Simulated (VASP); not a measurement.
Write the native input for VASP 6.6.1 that does the following.

```
Task                   : single point
Functional             : PBE
Potentials or basis    : VASP PAW PBE potentials, release 64 (Os)
Cutoff                 : 520 eV
k mesh                 : 19 × 19 × 19
Occupations            : methfessel-paxton, width 0.05 eV
Spin                   : no spin polarisation
Dipole correction      : no
Further INCAR settings : ALGO = Normal; EDIFF = 1e-07; NBANDS = 10
```

The structure of Os lies in POSCAR:

```
Os
1.0
    2.5564289222      0.0000000000      0.0000000000
    0.0000000000      2.5564289222      0.0000000000
    0.0000000000      0.0000000000      2.5564289222
Os
1
Direct
    0.0000000000      0.0000000000      0.0000000000
```

This isn't the form of Os at room conditions, which is hcp.

These files were run (other wordings do the same):

INCAR

```
  PREC = Accurate
  ENCUT = 520
  EDIFF = 1E-7
  ISMEAR = 1
  SIGMA = 0.05
  LREAL = F
  LASPH = T
  NELM = 80
  ALGO = Normal
  ISIF = 2
  LWAVE = F
  LCHARG = F
  GGA = PE
  NBANDS = 10
```

KPOINTS

```
Automatic mesh
0
Gamma
  19 19 19
```

Potentials or basis: VASP PAW PBE potentials, release 64 (Os).

The run is started by

```bash
$ cat potpaw_PBE.64/Os/POTCAR > POTCAR
$ mpirun -np 1 vasp_std > vasp.out
```

It gave:

| Item | Value |
| --- | --- |
| Pressure | -0.3 GPa |
| Band gap on the k mesh | zero (bands 4 and 5 overlap by 5.79 eV) |

Caveat: spin-orbit coupling is left out, which moves the levels of the heavy elements.

Wall time 18 s on 1 thread of Intel(R) Xeon(R) Platinum 8375C CPU @ 2.90GHz (Ice Lake), on a shared host, peak memory 0.15 GiB.
